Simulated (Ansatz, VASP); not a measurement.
SiSb: VASP beside Ansatz

```
Si Sb
1.0
     4.04559    0.00000    0.00000
    -2.02280    3.50358    0.00000
     0.00000    0.00000    8.24696
Si Sb
2 2
Direct
  0.00000 0.00000 0.85886
  0.00000 0.00000 0.14114
  0.33333 0.66667 0.71372
  0.66667 0.33333 0.28628
```

Alike in both runs: functional PBE; k mesh 6 × 6 × 4; occupations gaussian, width 0.1 eV; no spin polarisation.

Ansatz relaxed the structure, and its values are those at the end. VASP's run is a single point on that final structure, the one shown.

|  | VASP | Ansatz |
| --- | --- | --- |
| version | VASP 6.6.1 | Ansatz 0.2.0 |
| potentials or method | VASP PAW PBE potentials, release 64 (Si, Sb_d_GW), cutoff 500 eV | scalar-relativistic, plane waves, PAW |
| valence electrons in the cell | 38 | 38 |

|  | VASP | Ansatz | Ansatz less VASP |
| --- | --- | --- | --- |
| gap on the k mesh at the Fermi level (eV) | 0.13 | 0.13 | -0.001 |
| least direct gap on the mesh (eV) | 0.76 | 0.76 | -0.002 |
| pressure (GPa) | 0.3 | 0.3 | +0.02 |
| rms of the force components (eV/Å) | 0.011 | 0.010 | -0.0008 |

Neither program's run includes spin-orbit coupling.
